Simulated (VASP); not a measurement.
Here is a VASP 6.6.1 calculation.

The input INCAR:

```
  PREC = Accurate
  ENCUT = 520
  EDIFF = 1E-6
  ISMEAR = 0
  SIGMA = 0.1
  LREAL = False
  LASPH = True
  NELM = 60
  ALGO = Fast
  ISIF = 2
  LWAVE = False
  LCHARG = False
  GGA = PE
  NBANDS = 50
```

The input KPOINTS:

```
Automatic mesh
0
Gamma
  8 8 10
```

Contents of POSCAR:

```
YNbN3
1.0
    5.4469979187      0.0000000000      0.0000000000
    0.0000000000      5.4469979187      0.0000000000
    0.0000000000      0.0000000000      4.2192202974
Y Nb N
2 2 6
Direct
    0.0000000000      0.5000000000      0.5000000000
    0.5000000000      0.0000000000      0.5000000000
    0.5000000000      0.5000000000      0.0000000000
    0.0000000000      0.0000000000      0.0000000000
    0.8473966875      0.3473966875      0.0000000000
    0.6526033125      0.8473966875      0.0000000000
    0.5000000000      0.5000000000      0.5000000000
    0.1526033125      0.6526033125      0.0000000000
    0.3473966875      0.1526033125      0.0000000000
    0.0000000000      0.0000000000      0.5000000000
```

Potentials or basis: VASP PAW PBE potentials, release 64 (Y_sv, Nb_sv, N).

Command:

```console
$ cat potpaw_PBE.64/Y_sv/POTCAR potpaw_PBE.64/Nb_sv/POTCAR potpaw_PBE.64/N/POTCAR > POTCAR
$ mpirun -np 1 vasp_std > vasp.out
```

Q: What does it give for the pressure?

A: -0.3 GPa.

Q: Estimate the largest force.

A: 0.015 eV/Å.

Stress tensor (GPa, compression positive):
```
-0.34  0.00  0.00
 0.00 -0.34  0.00
 0.00  0.00 -0.26
```
